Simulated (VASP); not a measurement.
Set up this calculation in VASP 6.6.1, as the native input.

* Task: single point
* Functional: PBEsol
* Potentials or basis: VASP PAW PBE potentials, release 64 (Si)
* Cutoff: 520 eV
* k mesh: 8 × 8 × 8
* Occupations: gaussian, width 0.01 eV
* Spin: no spin polarisation
* Dipole correction: no
* Further INCAR settings: ALGO = Normal; EDIFF = 1e-06; NBANDS = 11

The structure of Si lies in POSCAR:

```
Si
1.0
    2.7303936664      2.7303936664      0.0000000000
   -2.7303936664      2.7303936664      0.0000000000
    0.0000000000      2.7303936664      2.7063896739
Si
2
Direct
    0.2500000000      0.7500000000      0.5000000000
    0.0000000000      0.0000000000      0.0000000000
```

This cell differs from its parent crystal: in-plane strain +0.005, then relaxed in part.

These files were run (other wordings do the same):

INCAR

```
SYSTEM = Si
ALGO = Normal ; EDIFF = 1E-6
ENCUT = 520 ; GGA = PS
ISIF = 2 ; ISMEAR = 0
LASPH = .True. ; LCHARG = .False.
LREAL = .False. ; LWAVE = .False.
NBANDS = 11 ; NELM = 100
PREC = Accurate ; SIGMA = 0.01
```

KPOINTS

```
k-points
0
Gamma
  8 8 8
  0 0 0
```

Potentials or basis: VASP PAW PBE potentials, release 64 (Si).

Command:

```sh
$ cat potpaw_PBE.64/Si/POTCAR > POTCAR
$ mpirun -np 1 vasp_std > vasp.out
```

Results of the run:

```
Pressure               : -0.5 GPa
Band gap on the k mesh : 0.42 eV, indirect (least direct gap 2.45 eV)
```

Caveat: the cell differs from its parent crystal (in-plane strain +0.005, then relaxed in part); the PAW data sets were made with another functional, which shifts forces and pressure a little.

Wall time 34 s on 1 thread of Intel Xeon 8259CL (shared host), peak memory 0.16 GiB.
